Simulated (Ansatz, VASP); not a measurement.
Two plane-wave programs on Si

```xyz
2
Lattice="0.0000 2.7348 2.7348 2.7348 0.0000 2.7348 2.7348 2.7348 0.0000" Properties=species:S:1:pos:R:3 pbc="T T T"
Si    0.0000    0.0000    0.0000
Si    1.3674    1.3674    1.3674
```

Alike in both runs: functional PBE; k mesh 10 × 10 × 10; occupations gaussian, width 0.02 eV; no spin polarisation.

Ansatz relaxed the structure, and its values are those at the end. VASP's run is a single point on that final structure, the one shown.

|  | VASP | Ansatz |
| --- | --- | --- |
| version | VASP 6.6.1 | Ansatz 0.2.0 |
| potentials or method | VASP PAW PBE potentials, release 64 (Si), cutoff 500 eV | scalar-relativistic, plane waves, PAW |
| valence electrons in the cell | 8 | 8 |

|  | VASP | Ansatz | Ansatz less VASP |
| --- | --- | --- | --- |
| gap on the k mesh at the Fermi level (eV) | 0.62 | 0.62 | -0.001 |
| least direct gap on the mesh (eV) | 2.56 | 2.55 | -0.005 |
| pressure (GPa) | 0.0 | 0.0 | +0.06 |
